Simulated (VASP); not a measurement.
**Si2Ni: single point with PBEsol**

The system is Si2Ni.

```
Si Ni
1.0
     0.00000    2.69574    2.69574
     2.69574    0.00000    2.69574
     2.69574    2.69574    0.00000
Si Ni
2 1
Direct
  0.25000 0.25000 0.25000
  0.75000 0.75000 0.75000
  0.00000 0.00000 0.00000
```

```yaml
Program: VASP 6.6.1
Task: single point
Functional: PBEsol
Potentials_or_basis: VASP PAW PBE potentials, release 64 (Si, Ni)
Cutoff: 520 eV
k_mesh: 14 × 14 × 14
Occupations: gaussian, width 0.1 eV
Spin: no spin polarisation
```

```json
{
  "Pressure": "0.1 GPa",
  "Band gap on the k mesh": "zero (bands 9 and 10 overlap by 2.13 eV)"
}
```

Levels at points of the mesh, in eV from the Fermi level:
| k point | band 5 | band 6 | band 7 | band 8 | band 9 | band 10 | band 11 | band 12 | band 13 | band 14 |
| --- | --- | --- | --- | --- | --- | --- | --- | --- | --- | --- |
| (0.00, 0.00, 0.00) | -3.61 | -3.61 | -0.25 | 1.68 | 1.68 | 1.68 | 2.19 | 2.19 | 2.19 | 4.68 |
| (0.50, 0.00, 0.00) | -3.82 | -3.42 | -3.42 | -1.51 | -1.51 | 1.71 | 1.77 | 1.77 | 2.61 | 9.16 |
| (0.50, 0.50, 0.00) | -4.61 | -3.71 | -3.71 | -3.54 | -3.20 | -0.45 | 1.28 | 7.71 | 8.33 | 8.33 |

Wall time 52 s on 1 thread of Intel(R) Xeon(R) Platinum 8259CL CPU @ 2.50GHz (Skylake/Cascade Lake), with other jobs on the host, peak memory 0.2 GiB.

Caveat: the PAW data sets were made with another functional, which shifts forces and pressure a little. Spin polarisation is off, so any magnetic state and its effect on volume and gap are missing.
